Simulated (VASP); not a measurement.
# In (P6/mmm) in VASP: further runs

Runs on In. Level: PBE. Tasks: single point, relaxation of cell and atoms.

Everything below comes from runs of VASP 6.6.1. Logs are shortened: lines on timing, memory, paths and dates and some standing lists are left out, and cuts for length are marked.

## 1. The cell of the first run

Symmetry: P6/mmm, No. 191, hexagonal system. The conventional cell has a = 2.736 Å, b = 2.736 Å, c = 2.618 Å, α = 90.00°, β = 90.00°, γ = 120.00°. In (site symmetry 6/mmm) has 8 In at 2.62 to 2.74 Å within 3.5 Å.

## 2. Single point, PBE

File INCAR:

```
SYSTEM = In
ALGO = Normal
EDIFF = 1E-6
ENCUT = 520
GGA = PE
ISIF = 2
ISMEAR = -1
LASPH = .TRUE.
LCHARG = .FALSE.
LREAL = .FALSE.
LWAVE = .FALSE.
NBANDS = 12
NELM = 60
PREC = Accurate
SIGMA = 0.05
```

File KPOINTS:

```
k-points
0
G
  16 16 15
  0 0 0
```

File POSCAR:

```
In
1.0
    2.7361443766      0.0000000000      0.0000000000
   -1.3680721883      2.3695705386      0.0000000000
    0.0000000000      0.0000000000      2.6179133448
In
1
Direct
    0.0000000000      0.0000000000      0.0000000000
```

Potentials or basis: VASP PAW PBE potentials, release 64 (In_d).

Command:

```bash
$ cat potpaw_PBE.64/In_d/POTCAR > POTCAR
$ mpirun -np 1 vasp_std > vasp.out
```

OUTCAR:

```text
SYSTEM = In
   EDIFF = 1E-6
   ENCUT = 520
   GGA = PE
   ISIF = 2
   ISMEAR = -1
   LASPH = .TRUE.
   LREAL = .FALSE.
   NELM = 60
   PREC = Accurate

 ion  position               nearest neighbor table
   1  0.000  0.000  0.000-

  LATTYP: Found a hexagonal cell.
 ALAT       =     2.7361443766
 C/A-ratio  =     0.9567891838

  Lattice vectors:

 A1 = (   2.7361443766,   0.0000000000,   0.0000000000)
 A2 = (  -1.3680721883,   2.3695705386,   0.0000000000)
 A3 = (   0.0000000000,   0.0000000000,   2.6179133448)

Analysis of symmetry for initial positions (statically):
=====================================================================
 Subroutine PRICEL returns:
 Original cell was already a primitive cell.

 Routine SETGRP: Setting up the symmetry group for a
 hexagonal supercell.

 Subroutine GETGRP returns: Found 24 space group operations
 (whereof 24 operations were pure point group operations)
 out of a pool of 24 trial point group operations.

The static configuration has the point symmetry D_6h.

Analysis of symmetry for dynamics (positions and initial velocities):
=====================================================================
 Subroutine PRICEL returns:
 Original cell was already a primitive cell.

 Routine SETGRP: Setting up the symmetry group for a
 hexagonal supercell.

 Subroutine GETGRP returns: Found 24 space group operations
 (whereof 24 operations were pure point group operations)
 out of a pool of 24 trial point group operations.

The dynamic configuration has the point symmetry D_6h.

 Subroutine INISYM returns: Found 24 space group operations
 (whereof 24 operations are pure point group operations),
 and found     1 'primitive' translations

----------------------------------------------------------------------------------------

                                     Primitive cell

  volume of cell :      16.9732

  direct lattice vectors                    reciprocal lattice vectors
     2.736144377  0.000000000  0.000000000     0.365477790  0.211008700  0.000000000
    -1.368072188  2.369570539  0.000000000     0.000000000  0.422017401  0.000000000
     0.000000000  0.000000000  2.617913345     0.000000000  0.000000000  0.381983614

  length of vectors
     2.736144377  2.736144377  2.617913345     0.422017401  0.422017401  0.381983614

  position of ions in fractional coordinates (direct lattice)
     0.000000000  0.000000000  0.000000000

  ion indices of the primitive-cell ions
   primitive index   ion index
                 1           1

----------------------------------------------------------------------------------------

 KPOINTS: k-points

Automatic generation of k-mesh.
 Grid dimensions read from file:
 generate k-points for:   16   16   15

 Generating k-lattice:

  Cartesian coordinates                     Fractional coordinates (reciprocal lattice)
     0.022842362  0.013188044  0.000000000     0.062500000  0.000000000  0.000000000
     0.000000000  0.026376088  0.000000000     0.000000000  0.062500000  0.000000000
     0.000000000  0.000000000  0.025465574     0.000000000  0.000000000  0.066666667

  Length of vectors
     0.026376088  0.026376088  0.025465574

  Shift w.r.t. Gamma in fractional coordinates (k-lattice)
     0.000000000  0.000000000  0.000000000

 Subroutine IBZKPT returns following result:
 ===========================================

 Found    240 irreducible k-points:

 Following reciprocal coordinates:
            Coordinates               Weight
  0.000000  0.000000  0.000000      1.000000
  0.062500  0.000000  0.000000      6.000000
  0.125000  0.000000  0.000000      6.000000
  0.187500  0.000000  0.000000      6.000000
  0.250000  0.000000  0.000000      6.000000
  0.312500  0.000000  0.000000      6.000000
[... 16 lines left out ...]
  0.187500  0.187500  0.000000      6.000000
  0.250000  0.187500  0.000000     12.000000
 [... further k-points ...]
   k-points           NKPTS =    240   k-points in BZ     NKDIM =    240   number of bands    NBANDS=     12
   number of dos      NEDOS =    301   number of ions     NIONS =      1
   total plane-waves  NPLWV =   8000
   dimension x,y,z NGX =    20 NGY =   20 NGZ =   20
   dimension x,y,z NGXF=    40 NGYF=   40 NGZF=   40
   ions per type =               1
   NGX,Y,Z   is equivalent  to a cutoff of  12.15, 12.15, 12.70 a.u.
   NGXF,Y,Z  is equivalent  to a cutoff of  24.30, 24.30, 25.40 a.u.
 SYSTEM =  In
   PREC   = accura    normal or accurate (medium, high low for compatibility)
   ISTART =      0    job   : 0-new  1-cont  2-samecut
   ICHARG =      2    charge: 1-file 2-atom 10-const
   ISPIN  =      1    spin polarized calculation?
   LNONCOLLINEAR =      F non collinear calculations
   LSORBIT =      F    spin-orbit coupling
   LASPH  =      T    aspherical Exc in radial PAW
   ENCUT  =  520.0 eV  38.22 Ry    6.18 a.u.   5.09  5.09  4.87*2*pi/ulx,y,z
   NELM   =     60;   NELMIN=  2; NELMDL= -5     # of ELM steps
   EDIFF  = 0.1E-05   stopping-criterion for ELM
   LREAL  =      F    real-space projection
   EDIFFG = 0.1E-04   stopping-criterion for IOM
   NSW    =      0    number of steps for IOM
   IBRION =     -1    ionic relax: 0-MD 1-quasi-New 2-CG
   NFREE  =      0    steps in history (QN), initial steepest desc. (CG)
   ISIF   =      2    stress and relaxation
   ISYM   =      2    0-nonsym 1-usesym 2-fastsym
   POTIM  = 0.5000    time-step for ionic-motion
   TEBEG  =    0.0;   TEEND  =   0.0 temperature during run
   PSTRESS=    0.0 pullay stress
   NELECT =      13.0000    total number of electrons
   NUPDOWN=      -1.0000    fix difference up-down
   EMIN   =  10.00;   EMAX   =-10.00  energy-range for DOS
   EFERMI =   0.00;   METHOD = LEGACY
   ISMEAR =    -1;   SIGMA  =   0.05  broadening in eV -4-tet -1-fermi 0-gaus
   EFERMI_NEDOS =   21; number of points for ismear=-14 and -15
   IALGO  =     38    algorithm
   IMIX   =      4    mixing-type and parameters
     AMIX     =   0.40;   BMIX     =  1.00
     AMIX_MAG =   1.60;   BMIX_MAG =  1.00
  volume/ion in A,a.u.               =      16.97       114.54
  Fermi-wavevector in a.u.,A,eV,Ry     =   1.497849  2.830524 30.525365  2.243551
  Thomas-Fermi vector in A             =   2.609684
   LORBIT       =      0    0 simple, 1 ext, 2 COOP (PROOUT), +10 PAW based schemes
   GGA     = PE    functional components
   LHFCALC =     F    Hartree Fock is set to
   AEXX    =    0.0000 exact exchange contribution
   IVDW    =     0    specifies the selected vdW correction
   LEPSILON=     F    determine dielectric tensor
   LRPA    =     F    only Hartree local field effects (RPA)
 non-spin polarized calculation
  energy-cutoff  :      520.00
  volume of cell :       16.97
 maximum number of plane-waves:       472
   NGX = 11   NGY = 11   NGZ =  9

 number of electron      13.0000008 magnetization

 Free energy of the ion-electron system (eV)
  ---------------------------------------------------
  ext. energy  EPLUGINS =         0.00000000
  ---------------------------------------------------
  free energy    TOTEN  =        -1.12730399 eV

  energy without entropy =       -1.12436452  energy(sigma->0) =       -1.12583426

 E-fermi :  13.5604     XC(G=0): -12.4521

 val. band max:       13.5333976923   @ k =   0.3125   0.2500   0.2667
 cond. band min:      13.5704988766   @ k =   0.3750   0.2500   0.4000
 fundamental gap:      0.0371011843
 Fermi energy:        13.5603709819

 k-point     1 :       0.0000    0.0000    0.0000
  band No.  band energies     occupation
      1      -3.1364      2.00000
      2      -2.1294      2.00000
      3      -2.1294      2.00000
      4      -1.0007      2.00000
      5      -1.0007      2.00000
      6       0.4163      2.00000
      7      22.6324      0.00000
      8      26.0447      0.00000
      9      27.6246      0.00000
     10      27.6246      0.00000
     11      27.7106      0.00000
     12      31.7313      0.00000

 k-point     2 :       0.0625    0.0000    0.0000
  band No.  band energies     occupation
      1      -3.1124      2.00000
      2      -2.1486      2.00000
      3      -2.0863      2.00000
      4      -1.0254      2.00000
      5      -1.0059      2.00000
      6       0.5330      2.00000
      7      22.7930      0.00000
      8      25.5093      0.00000
      9      26.7592      0.00000
     10      27.0038      0.00000
     11      27.7268      0.00000
     12      32.4229      0.00000

 k-point     3 :       0.1250    0.0000    0.0000
  band No.  band energies     occupation
      1      -3.0490      2.00000
      2      -2.2043      2.00000
      3      -1.9620      2.00000
      4      -1.0950      2.00000
      5      -1.0208      2.00000
      6       0.8920      2.00000
      7      23.2672      0.00000
      8      23.3062      0.00000
      9      25.7620      0.00000
     10      26.3898      0.00000
     11      27.7312      0.00000
     12      33.8770      0.00000

 k-point     4 :       0.1875    0.0000    0.0000
  band No.  band energies     occupation
      1      -2.9695      2.00000
      2      -2.2855      2.00000
      3      -1.7714      2.00000
      4      -1.1974      2.00000
      5      -1.0430      2.00000
      6       1.5107      2.00000
      7      20.6543      0.00000
      8      24.0328      0.00000
      9      24.4416      0.00000
     10      26.2647      0.00000
     11      27.7413      0.00000
     12      35.3357      0.00000

 k-point     5 :       0.2500    0.0000    0.0000
  band No.  band energies     occupation
      1      -2.9069      2.00000
      2      -2.3641      2.00000
      3      -1.5390      2.00000
      4      -1.3153      2.00000
      5      -1.0691      2.00000
      6       2.3989      2.00000
      7      17.9945      0.00000
      8      23.2201      0.00000
      9      25.0535      0.00000
     10      26.1665      0.00000
     11      27.7689      0.00000
     12      36.6719      0.00000

 k-point     6 :       0.3125    0.0000    0.0000
  band No.  band energies     occupation
      1      -2.8942      2.00000
      2      -2.4024      2.00000
      3      -1.4303      2.00000
      4      -1.2977      2.00000
      5      -1.0950      2.00000
      6       3.5535      2.00000
      7      15.4262      0.00000
      8      22.1815      0.00000
      9      26.0821      0.00000
     10      26.2755      0.00000
     11      27.8225      0.00000
     12      36.5094      0.00000

 k-point     7 :       0.3750    0.0000    0.0000
  band No.  band energies     occupation
      1      -2.9291      2.00000
      2      -2.3941      2.00000
      3      -1.5257      2.00000
      4      -1.1170      2.00000
      5      -1.0853      2.00000
      6       4.9587      2.00000
      7      12.9987      1.99997
      8      21.3873      0.00000
      9      26.0160      0.00000
     10      27.6110      0.00000
     11      27.8950      0.00000
     12      35.1703      0.00000

 k-point     8 :       0.4375    0.0000    0.0000
  band No.  band energies     occupation
      1      -2.9709      2.00000
      2      -2.3716      2.00000
      3      -1.5885      2.00000
      4      -1.1316      2.00000
      5      -0.9392      2.00000
      6       6.5750      2.00000
      7      10.7655      2.00000
      8      20.8874      0.00000
      9      25.9739      0.00000
     10      27.9615      0.00000
     11      28.8686      0.00000
     12      33.9550      0.00000
[... 166 lines left out ...]
 k-point    20 :       0.3125    0.1250    0.0000
  band No.  band energies     occupation
      1      -2.7909      2.00000
      2      -2.3729      2.00000
      3      -1.5111      2.00000
      4      -1.2466      2.00000
      5      -1.1672      2.00000
      6       5.3953      2.00000
      7      13.2929      1.99055
      8      18.4440      0.00000
      9      28.0706      0.00000
     10      28.1254      0.00000
     11      29.2045      0.00000
     12      35.1335      0.00000

 k-point    21 :       0.3750    0.1250    0.0000
  band No.  band energies     occupation
      1      -2.8154      2.00000
      2      -2.3474      2.00000
      3      -1.5625      2.00000
      4      -1.1877      2.00000
      5      -1.1351      2.00000
      6       7.0215      2.00000
      7      11.0722      2.00000
      8      18.0323      0.00000
      9      28.2829      0.00000
     10      29.0801      0.00000
     11      29.3875      0.00000
     12      34.0756      0.00000

 k-point    22 :       0.4375    0.1250    0.0000
  band No.  band energies     occupation
      1      -2.8273      2.00000
      2      -2.3357      2.00000
      3      -1.5803      2.00000
      4      -1.1949      2.00000
      5      -1.0945      2.00000
      6       8.4718      2.00000
      7       9.4232      2.00000
      8      17.8913      0.00000
      9      28.3505      0.00000
     10      29.0339      0.00000
     11      30.0799      0.00000
     12      33.4291      0.00000

 k-point    23 :       0.1875    0.1875    0.0000
  band No.  band energies     occupation
      1      -2.7454      2.00000
      2      -2.3670      2.00000
      3      -1.4914      2.00000
      4      -1.4121      2.00000
      5      -1.1475      2.00000
      6       3.8682      2.00000
      7      16.9376      0.00000
      8      17.7517      0.00000
      9      26.6026      0.00000
     10      27.9875      0.00000
     11      30.8806      0.00000
     12      33.5342      0.00000

 k-point    24 :       0.2500    0.1875    0.0000
  band No.  band energies     occupation
      1      -2.6856      2.00000
      2      -2.3553      2.00000
      3      -1.4742      2.00000
      4      -1.4174      2.00000
      5      -1.1950      2.00000
      6       5.1721      2.00000
      7      14.7817      0.00000
      8      16.7233      0.00000
      9      27.9084      0.00000
     10      28.2305      0.00000
     11      31.4092      0.00000
     12      34.1564      0.00000

 [... further k-points ...]
[... 5 lines left out ...]
  --------------------------------------------------------------------------------------
  -------------------------------------------------------------------------------------
  Total        6.9790721      6.9790721      6.9807602      0.0000000     -0.0000000      0.0000000
  in kB      658.7859822    658.7859823    658.9453319      0.0000000     -0.0000000      0.0000000
  external PRESSURE =     658.8390988 kB  Pullay stress =       0.0000000 kB

 VOLUME and BASIS-vectors are now :
 -----------------------------------------------------------------------------
  energy-cutoff  :      520.00
  volume of cell :       16.97
      direct lattice vectors                 reciprocal lattice vectors
     2.736144377  0.000000000  0.000000000     0.365477790  0.211008700  0.000000000
    -1.368072188  2.369570539  0.000000000     0.000000000  0.422017401  0.000000000
     0.000000000  0.000000000  2.617913345     0.000000000  0.000000000  0.381983614

 POSITION                                       TOTAL-FORCE (eV/Angst)
 -----------------------------------------------------------------------------------
      0.00000      0.00000      0.00000         0.000000      0.000000      0.000000
 -----------------------------------------------------------------------------------
    total drift:                                0.000000      0.000000      0.000000

  FREE ENERGIE OF THE ION-ELECTRON SYSTEM (eV)
  ---------------------------------------------------
  free  energy   TOTEN  =        -1.1273039893 eV

  energy  without entropy=       -1.1243645232  energy(sigma->0) =       -1.12583426
```

Run time: 20 s. Hardware: 1 thread of Intel Xeon 6975P-C, shared host; peak memory 0.16 GiB.

Results:

| Item | Value |
| --- | --- |
| Free energy | -1.1273 eV |
| Pressure | 65.9 GPa |

Caveat: spin-orbit coupling is left out, which moves the levels of the heavy elements.

## 3. Single point, PBE

File INCAR:

```
PREC = Accurate ; ENCUT = 520
EDIFF = 1E-6 ; ISMEAR = -1
SIGMA = 0.05 ; LREAL = False
LASPH = True ; NELM = 80
ALGO = Normal ; ISIF = 2
LWAVE = False ; LCHARG = False
GGA = PE ; NBANDS = 12
```

File KPOINTS:

```
Automatic mesh
0
Gamma
  16 16 15
```

POSCAR is that of step 2.

Potentials or basis: VASP PAW PBE potentials, release 64 (In_d).

Command:

```bash
$ cat potpaw_PBE.64/In_d/POTCAR > POTCAR
$ mpirun -np 1 vasp_std > vasp.out
```

It took 22 s on 1 thread of Intel Xeon 6975P-C, shared host; peak memory 0.16 GiB.

The run converged. Its results:

```
Free energy : -1.1273 eV
Pressure    : 65.9 GPa
```

Levels at points of the mesh, in eV from the Fermi level:
| k point | band 4 | band 5 | band 6 | band 7 | band 8 | band 9 |
| --- | --- | --- | --- | --- | --- | --- |
| (0.00, 0.00, 0.00) | -14.56 | -14.56 | -13.14 | 9.07 | 12.48 | 14.06 |
| (0.50, 0.00, 0.00) | -14.70 | -14.45 | -5.64 | -4.35 | 7.16 | 12.40 |

Caveat: spin-orbit coupling is left out, which moves the levels of the heavy elements.

## 4. Single point, PBE

This run uses another cell than the first one: it holds 3 atoms, not 1.

File INCAR:

```
PREC = Accurate
ENCUT = 520
EDIFF = 1E-6
ISMEAR = -1
SIGMA = 0.05
LREAL = F
LASPH = T
NELM = 60
ALGO = Normal
ISIF = 2
LWAVE = F
LCHARG = F
GGA = PE
NBANDS = 26
```

File KPOINTS:

```
Automatic mesh
0
Gamma
  8 8 11
```

File POSCAR:

```
In
1.0
    4.5861704618      0.0000000000      0.0000000000
   -2.2930852309      3.9717401260      0.0000000000
    0.0000000000      0.0000000000      2.7545394986
In
3
Direct
    0.0000000000      0.0000000000      0.0000000000
    0.3333333333      0.6666666667      0.5000000000
    0.6666666667      0.3333333333      0.5000000000
```

Command:

```bash
$ cat potpaw_PBE.64/In_d/POTCAR > POTCAR
$ mpirun -np 1 vasp_std > vasp.out
```

Wall time 48 s (1 thread of Intel Xeon 6975P-C, shared host); peak memory 0.2 GiB.

Results (log left out):

```yaml
Free_energy: -3.4711 eV
Pressure: 66.1 GPa
```

Levels at points of the mesh, in eV from the Fermi level:
```csv
k point,band 15,band 16,band 17,band 18,band 19,band 20,band 21,band 22,band 23,band 24
"(0.00, 0.00, 0.00)",-14.78,-13.57,-2.28,-2.16,-2.16,-2.15,-2.15,-2.05,6.45,11.68
"(0.50, 0.00, 0.00)",-14.74,-10.69,-10.64,-5.73,-4.08,5.38,5.39,5.79,5.84,8.03
```

Caveat: spin-orbit coupling is left out, which moves the levels of the heavy elements.

(Part 1 of 2 ends here.)
